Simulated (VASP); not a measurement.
# GaP (F-43m) in VASP: a series of runs

Runs on GaP. Level: r2SCAN. Tasks: single point.

All numbers are computed with VASP 6.6.1; they aren't measurements. Logs are shortened: lines on timing, memory, paths and dates and some standing lists are left out, and cuts for length are marked.

### 1 The cell of the first run

The structure is cubic, space group F-43m (No. 216). Conventional cell: a = 5.451 Å, b = 5.451 Å, c = 5.451 Å, α = 90.00°, β = 90.00°, γ = 90.00°. Ga (site symmetry -43m) has 4 P at 2.36 Å within 3.1 Å. Within 3.1 Å of P (site symmetry -43m) lie 4 Ga at 2.36 Å.

### 2 Single point, r2SCAN

Input file POSCAR:

```
GaP
1.0
    0.0000000000      2.7253992957      2.7253992957
    2.7253992957      0.0000000000      2.7253992957
    2.7253992957      2.7253992957      0.0000000000
Ga P
1 1
Direct
    0.0000000000      0.0000000000      0.0000000000
    0.2500000000      0.2500000000      0.2500000000
```

Input file INCAR.step1:

```
  PREC = Accurate
  ENCUT = 550
  ISMEAR = -1
  SIGMA = 0.001
  LREAL = False
  LASPH = True
  NELM = 120
  NBANDS = 16
  GGA = PE
  ALGO = Normal
  EDIFF = 1E-5
  LWAVE = True
  LCHARG = False
  GGA_COMPAT = False
```

Input file INCAR.step2:

```
  PREC = Accurate
  ENCUT = 550
  EDIFF = 1E-6
  ISMEAR = -1
  SIGMA = 0.001
  LREAL = False
  LASPH = True
  NELM = 120
  ALGO = Normal
  ISIF = 2
  LWAVE = False
  LCHARG = True
  METAGGA = R2SCAN
  LMIXTAU = True
  LELF = True
  LVHAR = True
  NBANDS = 16
  ISTART = 1
  GGA_COMPAT = False
```

Input file KPOINTS:

```
Automatic mesh
0
Gamma
  6 6 6
```

Potentials or basis: VASP PAW PBE potentials, release 64 (Ga_d, P).

Run with:

```console
cat potpaw_PBE.64/Ga_d/POTCAR potpaw_PBE.64/P/POTCAR > POTCAR
cp INCAR.step1 INCAR
mpirun -np 1 vasp_std > vasp.out
cp INCAR.step2 INCAR
mpirun -np 1 vasp_std > vasp.out
```

OUTCAR:

```text
PREC = Accurate
   ENCUT = 550
   EDIFF = 1E-6
   ISMEAR = -1
   LREAL = False
   LASPH = True
   NELM = 120
   ISIF = 2
   METAGGA = R2SCAN
   ISTART = 1

 ion  position               nearest neighbor table
   1  0.000  0.000  0.000-   2 2.36   2 2.36   2 2.36   2 2.36
   2  0.250  0.250  0.250-   1 2.36   1 2.36   1 2.36   1 2.36

  LATTYP: Found a face centered cubic cell.
 ALAT       =     5.4507985914

  Lattice vectors:

 A1 = (   0.0000000000,   2.7253992957,   2.7253992957)
 A2 = (   2.7253992957,   0.0000000000,   2.7253992957)
 A3 = (   2.7253992957,   2.7253992957,   0.0000000000)

Analysis of symmetry for initial positions (statically):
=====================================================================
 Subroutine PRICEL returns:
 Original cell was already a primitive cell.

 Routine SETGRP: Setting up the symmetry group for a
 face centered cubic supercell.

 Subroutine GETGRP returns: Found 24 space group operations
 (whereof 24 operations were pure point group operations)
 out of a pool of 48 trial point group operations.

The static configuration has the point symmetry T_d .

Analysis of symmetry for dynamics (positions and initial velocities):
=====================================================================
 Subroutine PRICEL returns:
 Original cell was already a primitive cell.

 Routine SETGRP: Setting up the symmetry group for a
 face centered cubic supercell.

 Subroutine GETGRP returns: Found 24 space group operations
 (whereof 24 operations were pure point group operations)
 out of a pool of 48 trial point group operations.

The dynamic configuration has the point symmetry T_d .

 Subroutine INISYM returns: Found 24 space group operations
 (whereof 24 operations are pure point group operations),
 and found     1 'primitive' translations

----------------------------------------------------------------------------------------

                                     Primitive cell

  volume of cell :      40.4874

  direct lattice vectors                    reciprocal lattice vectors
     0.000000000  2.725399296  2.725399296    -0.183459356  0.183459356  0.183459356
     2.725399296  0.000000000  2.725399296     0.183459356 -0.183459356  0.183459356
     2.725399296  2.725399296  0.000000000     0.183459356  0.183459356 -0.183459356

  length of vectors
     3.854296647  3.854296647  3.854296647     0.317760926  0.317760926  0.317760926

  position of ions in fractional coordinates (direct lattice)
     0.000000000  0.000000000  0.000000000
     0.250000000  0.250000000  0.250000000

  ion indices of the primitive-cell ions
   primitive index   ion index
                 1           1
                 2           2

----------------------------------------------------------------------------------------

 KPOINTS: Automatic mesh

Automatic generation of k-mesh.
 Grid dimensions read from file:
 generate k-points for:    6    6    6

 Generating k-lattice:

  Cartesian coordinates                     Fractional coordinates (reciprocal lattice)
    -0.030576559  0.030576559  0.030576559     0.166666667  0.000000000  0.000000000
     0.030576559 -0.030576559  0.030576559     0.000000000  0.166666667  0.000000000
     0.030576559  0.030576559 -0.030576559     0.000000000  0.000000000  0.166666667

  Length of vectors
     0.052960154  0.052960154  0.052960154

  Shift w.r.t. Gamma in fractional coordinates (k-lattice)
     0.000000000  0.000000000  0.000000000

 Subroutine IBZKPT returns following result:
 ===========================================

 Found     16 irreducible k-points:

 Following reciprocal coordinates:
            Coordinates               Weight
  0.000000  0.000000  0.000000      1.000000
  0.166667  0.000000  0.000000      8.000000
  0.333333  0.000000  0.000000      8.000000
  0.500000  0.000000  0.000000      4.000000
  0.166667  0.166667  0.000000      6.000000
  0.333333  0.166667  0.000000     24.000000
[... 8 lines left out ...]
 -0.333333  0.333333  0.166667     24.000000
 -0.333333  0.500000  0.166667     12.000000
   k-points           NKPTS =     16   k-points in BZ     NKDIM =     16   number of bands    NBANDS=     16
   number of dos      NEDOS =    301   number of ions     NIONS =      2
   total plane-waves  NPLWV =  27000
   dimension x,y,z NGX =    30 NGY =   30 NGZ =   30
   dimension x,y,z NGXF=    60 NGYF=   60 NGZF=   60
   ions per type =               1   1
   NGX,Y,Z   is equivalent  to a cutoff of  12.94, 12.94, 12.94 a.u.
   NGXF,Y,Z  is equivalent  to a cutoff of  25.88, 25.88, 25.88 a.u.
 SYSTEM =  unknown system
   PREC   = accura    normal or accurate (medium, high low for compatibility)
   ISTART =      1    job   : 0-new  1-cont  2-samecut
   ICHARG =      0    charge: 1-file 2-atom 10-const
   ISPIN  =      1    spin polarized calculation?
   LNONCOLLINEAR =      F non collinear calculations
   LSORBIT =      F    spin-orbit coupling
   LASPH  =      T    aspherical Exc in radial PAW
   ENCUT  =  550.0 eV  40.42 Ry    6.36 a.u.   7.37  7.37  7.37*2*pi/ulx,y,z
   NELM   =    120;   NELMIN=  2; NELMDL=  0     # of ELM steps
   EDIFF  = 0.1E-05   stopping-criterion for ELM
   LREAL  =      F    real-space projection
   EDIFFG = 0.1E-04   stopping-criterion for IOM
   NSW    =      0    number of steps for IOM
   IBRION =     -1    ionic relax: 0-MD 1-quasi-New 2-CG
   NFREE  =      0    steps in history (QN), initial steepest desc. (CG)
   ISIF   =      2    stress and relaxation
   ISYM   =      2    0-nonsym 1-usesym 2-fastsym
   POTIM  = 0.5000    time-step for ionic-motion
   TEBEG  =    0.0;   TEEND  =   0.0 temperature during run
   PSTRESS=    0.0 pullay stress
   NELECT =      18.0000    total number of electrons
   NUPDOWN=      -1.0000    fix difference up-down
   EMIN   =  10.00;   EMAX   =-10.00  energy-range for DOS
   EFERMI =   0.00;   METHOD = LEGACY
   ISMEAR =    -1;   SIGMA  =   0.00  broadening in eV -4-tet -1-fermi 0-gaus
   EFERMI_NEDOS =   21; number of points for ismear=-14 and -15
   IALGO  =     38    algorithm
   IMIX   =      4    mixing-type and parameters
     AMIX     =   0.40;   BMIX     =  1.00
     AMIX_MAG =   1.60;   BMIX_MAG =  1.00
  volume/ion in A,a.u.               =      20.24       136.61
  Fermi-wavevector in a.u.,A,eV,Ry     =   1.249469  2.361154 21.241049  1.561173
  Thomas-Fermi vector in A             =   2.383508
   LORBIT       =      0    0 simple, 1 ext, 2 COOP (PROOUT), +10 PAW based schemes
   METAGGA = R2SCAN    functional components
   LHFCALC =     F    Hartree Fock is set to
   AEXX    =    0.0000 exact exchange contribution
   IVDW    =     0    specifies the selected vdW correction
   LEPSILON=     F    determine dielectric tensor
   LRPA    =     F    only Hartree local field effects (RPA)
 non-spin polarized calculation
  energy-cutoff  :      550.00
  volume of cell :       40.49
 maximum number of plane-waves:      1243
 NGX is ok and might be reduce to    30
   NGX = 15   NGY = 15   NGZ = 15

 number of electron      17.9999989 magnetization

 Free energy of the ion-electron system (eV)
  ---------------------------------------------------
  ext. energy  EPLUGINS =         0.00000000
  ---------------------------------------------------
  free energy    TOTEN  =       -21.45094515 eV

  energy without entropy =      -21.45094515  energy(sigma->0) =      -21.45094515

 E-fermi :   4.5143     XC(G=0): -10.5459

 val. band max:        4.4656422083   @ k =   0.0000   0.0000   0.0000
 cond. band min:       6.3750765978   @ k =   0.5000   0.5000   0.0000
 fundamental gap:      1.9094343894
 Fermi energy:         4.5143101152

 k-point     1 :       0.0000    0.0000    0.0000
  band No.  band energies     occupation
      1     -10.5296      2.00000
      2     -10.5296      2.00000
      3     -10.5296      2.00000
      4     -10.4161      2.00000
      5     -10.4161      2.00000
      6      -8.5549      2.00000
[... 8 lines left out ...]
     15      14.7356      0.00000
     16      14.7356      0.00000

 k-point     2 :       0.1667    0.0000    0.0000
  band No.  band energies     occupation
      1     -10.5565      2.00000
      2     -10.5212      2.00000
      3     -10.5212      2.00000
      4     -10.4159      2.00000
      5     -10.4159      2.00000
      6      -8.1797      2.00000
[... 8 lines left out ...]
     15      13.9096      0.00000
     16      15.1873      0.00000

 k-point     3 :       0.3333    0.0000    0.0000
  band No.  band energies     occupation
      1     -10.6020      2.00000
      2     -10.5073      2.00000
      3     -10.5073      2.00000
      4     -10.4124      2.00000
      5     -10.4124      2.00000
      6      -7.1876      2.00000
[... 8 lines left out ...]
     15      14.6434      0.00000
     16      14.7998      0.00000

 k-point     4 :       0.5000    0.0000    0.0000
  band No.  band energies     occupation
      1     -10.6221      2.00000
      2     -10.5023      2.00000
      3     -10.5023      2.00000
      4     -10.4087      2.00000
      5     -10.4087      2.00000
      6      -6.3936      2.00000
[... 8 lines left out ...]
     15      16.7928      0.00000
     16      16.7928      0.00000

 k-point     5 :       0.1667    0.1667    0.0000
  band No.  band energies     occupation
      1     -10.5717      2.00000
      2     -10.5128      2.00000
      3     -10.5128      2.00000
      4     -10.4239      2.00000
      5     -10.4103      2.00000
      6      -8.0555      2.00000
[... 8 lines left out ...]
     15      15.1914      0.00000
     16      16.0332      0.00000

 k-point     6 :       0.3333    0.1667    0.0000
  band No.  band energies     occupation
      1     -10.6061      2.00000
      2     -10.5006      2.00000
      3     -10.4971      2.00000
      4     -10.4277      2.00000
      5     -10.4056      2.00000
      6      -7.2573      2.00000
[... 8 lines left out ...]
     15      15.7620      0.00000
     16      16.7983      0.00000

 k-point     7 :       0.5000    0.1667    0.0000
  band No.  band energies     occupation
      1     -10.6260      2.00000
      2     -10.4965      2.00000
      3     -10.4905      2.00000
      4     -10.4206      2.00000
      5     -10.4060      2.00000
      6      -6.2452      2.00000
[... 8 lines left out ...]
     15      16.8117      0.00000
     16      17.5063      0.00000

 k-point     8 :      -0.3333    0.1667    0.0000
  band No.  band energies     occupation
      1     -10.6182      2.00000
      2     -10.4985      2.00000
      3     -10.4959      2.00000
      4     -10.4150      2.00000
      5     -10.4128      2.00000
      6      -6.5416      2.00000
[... 8 lines left out ...]
     15      15.9178      0.00000
     16      17.6025      0.00000

 k-point     9 :      -0.1667    0.1667    0.0000
  band No.  band energies     occupation
      1     -10.5873      2.00000
      2     -10.5113      2.00000
      3     -10.5071      2.00000
      4     -10.4198      2.00000
      5     -10.4119      2.00000
      6      -7.5921      2.00000
[... 8 lines left out ...]
     15      15.3318      0.00000
     16      16.8431      0.00000

 k-point    10 :       0.3333    0.3333    0.0000
  band No.  band energies     occupation
      1     -10.6344      2.00000
      2     -10.4778      2.00000
      3     -10.4778      2.00000
      4     -10.4431      2.00000
      5     -10.3986      2.00000
      6      -6.7042      2.00000
[... 8 lines left out ...]
     15      16.4431      0.00000
     16      19.7020      0.00000

 k-point    11 :       0.5000    0.3333    0.0000
  band No.  band energies     occupation
      1     -10.6463      2.00000
      2     -10.4746      2.00000
      3     -10.4689      2.00000
      4     -10.4423      2.00000
      5     -10.3984      2.00000
      6      -5.8095      2.00000
[... 8 lines left out ...]
     15      17.0365      0.00000
     16      18.5401      0.00000

 k-point    12 :      -0.3333    0.3333    0.0000
  band No.  band energies     occupation
      1     -10.6356      2.00000
      2     -10.4868      2.00000
      3     -10.4762      2.00000
      4     -10.4276      2.00000
      5     -10.4085      2.00000
      6      -5.7043      2.00000
[... 8 lines left out ...]
     15      14.5722      0.00000
     16      20.3132      0.00000

 k-point    13 :       0.5000    0.5000    0.0000
  band No.  band energies     occupation
      1     -10.6600      2.00000
      2     -10.4596      2.00000
      3     -10.4596      2.00000
      4     -10.4536      2.00000
      5     -10.3928      2.00000
      6      -5.4579      2.00000
[... 8 lines left out ...]
     15      17.4991      0.00000
     16      18.1423      0.00000

 k-point    14 :       0.5000    0.3333    0.1667
  band No.  band energies     occupation
      1     -10.6279      2.00000
      2     -10.4917      2.00000
      3     -10.4806      2.00000
      4     -10.4310      2.00000
      5     -10.4045      2.00000
      6      -6.3781      2.00000
[... 8 lines left out ...]
     15      16.9909      0.00000
     16      18.5217      0.00000

 k-point    15 :      -0.3333    0.3333    0.1667
  band No.  band energies     occupation
      1     -10.6350      2.00000
      2     -10.4911      2.00000
      3     -10.4732      2.00000
      4     -10.4275      2.00000
      5     -10.4078      2.00000
      6      -5.7019      2.00000
[... 8 lines left out ...]
     15      17.6867      0.00000
     16      17.9989      0.00000

 k-point    16 :      -0.3333    0.5000    0.1667
  band No.  band energies     occupation
      1     -10.6462      2.00000
      2     -10.4795      2.00000
      3     -10.4639      2.00000
      4     -10.4385      2.00000
      5     -10.4019      2.00000
      6      -5.3873      2.00000
[... 8 lines left out ...]
     15      17.0457      0.00000
     16      18.8510      0.00000

------------------------ aborting loop because EDIFF is reached ----------------------------------------

  FORCE on cell =-STRESS in cart. coord.  units (eV):
  Direction    XX          YY          ZZ          XY          YZ          ZX
  --------------------------------------------------------------------------------------
  -------------------------------------------------------------------------------------
  Total       -0.0016529     -0.0016529     -0.0016529      0.0000000      0.0000000      0.0000000
  in kB       -0.0654079     -0.0654079     -0.0654079      0.0000000      0.0000000      0.0000000
  external PRESSURE =      -0.0654079 kB  Pullay stress =       0.0000000 kB

 VOLUME and BASIS-vectors are now :
 -----------------------------------------------------------------------------
  energy-cutoff  :      550.00
  volume of cell :       40.49
      direct lattice vectors                 reciprocal lattice vectors
     0.000000000  2.725399296  2.725399296    -0.183459356  0.183459356  0.183459356
     2.725399296  0.000000000  2.725399296     0.183459356 -0.183459356  0.183459356
     2.725399296  2.725399296  0.000000000     0.183459356  0.183459356 -0.183459356

 POSITION                                       TOTAL-FORCE (eV/Angst)
 -----------------------------------------------------------------------------------
      0.00000      0.00000      0.00000         0.000000     -0.000000     -0.000000
      1.36270      1.36270      1.36270        -0.000000      0.000000      0.000000
 -----------------------------------------------------------------------------------
    total drift:                               -0.000002     -0.000002     -0.000002

  FREE ENERGIE OF THE ION-ELECTRON SYSTEM (eV)
  ---------------------------------------------------
  free  energy   TOTEN  =       -21.4509451478 eV

  energy  without entropy=      -21.4509451478  energy(sigma->0) =      -21.45094515
```

Wall time 46 s (1 thread of Intel Xeon Platinum 8375C at 2.90GHz (Ice Lake), shared host); peak memory 0.17 GiB.

What came out:

```
Free energy            : -21.4509 eV
Pressure               : 0.0 GPa
Band gap on the k mesh : 1.91 eV (least direct gap 2.34 eV)
```

Caveat: the PAW data sets were made with another functional, which shifts forces and pressure a little.

### 3 Single point, r2SCAN

POSCAR is that of step 2.

Input file INCAR.step1:

```
SYSTEM = GaP
ALGO     = Normal         ! electronic algorithm
EDIFF    = 1E-5           ! SCF threshold, eV
ENCUT    = 550            ! plane-wave cutoff, eV
GGA      = PE             ! functional
GGA_COMPAT= .False.      
ISMEAR   = 0              ! smearing method
LASPH    = .True.         ! aspherical terms in the spheres
LCHARG   = .False.        ! write CHGCAR
LREAL    = .False.        ! projectors in reciprocal space
LWAVE    = .True.         ! write WAVECAR
NBANDS   = 16             ! bands
NELM     = 120            ! most SCF steps
PREC     = Accurate       ! precision mode
SIGMA    = 0.001          ! smearing width, eV
```

Input file INCAR.step2:

```
SYSTEM = GaP
ALGO     = Normal         ! electronic algorithm
EDIFF    = 1E-6           ! SCF threshold, eV
ENCUT    = 550            ! plane-wave cutoff, eV
GGA_COMPAT= .False.      
ISIF     = 2              ! what is computed and relaxed
ISMEAR   = 0              ! smearing method
ISTART   = 1            
LASPH    = .True.         ! aspherical terms in the spheres
LCHARG   = .False.        ! write CHGCAR
LMIXTAU  = .True.       
LREAL    = .False.        ! projectors in reciprocal space
LWAVE    = .False.        ! write WAVECAR
METAGGA  = R2SCAN         ! meta-GGA
NBANDS   = 16             ! bands
NELM     = 120            ! most SCF steps
PREC     = Accurate       ! precision mode
SIGMA    = 0.001          ! smearing width, eV
```

Input file KPOINTS:

```
k-points
0
Gamma
  6 6 6
  0 0 0
```

Potentials or basis: VASP PAW PBE potentials, release 64 (Ga_d, P).

Run with:

```console
cat potpaw_PBE.64/Ga_d/POTCAR potpaw_PBE.64/P/POTCAR > POTCAR
cp INCAR.step1 INCAR
mpirun -np 1 vasp_std > vasp.out
cp INCAR.step2 INCAR
mpirun -np 1 vasp_std > vasp.out
```

Run time: 46 s. Hardware: 1 thread of Intel Xeon Platinum 8375C at 2.90GHz (Ice Lake), shared host; peak memory 0.17 GiB.

Results (log left out):

| Item | Value |
| --- | --- |
| Free energy | -21.4509 eV |
| Pressure | 0.0 GPa |
| Band gap on the k mesh | 1.91 eV (least direct gap 2.34 eV) |

Levels at points of the mesh, in eV from the valence-band top:
| k point | band 6 | band 7 | band 8 | band 9 | band 10 | band 11 | band 12 | band 13 |
| --- | --- | --- | --- | --- | --- | --- | --- | --- |
| (0.00, 0.00, 0.00) | -13.02 | 0.00 | 0.00 | 0.00 | 2.34 | 4.19 | 4.19 | 4.19 |
| (0.50, 0.00, 0.00) | -10.86 | -6.85 | -1.17 | -1.17 | 2.04 | 5.05 | 5.05 | 8.83 |
| (0.50, 0.50, 0.00) | -9.92 | -6.96 | -2.80 | -2.80 | 1.91 | 2.10 | 11.35 | 11.35 |

Caveat: the PAW data sets were made with another functional, which shifts forces and pressure a little. A k mesh can miss the band edges.
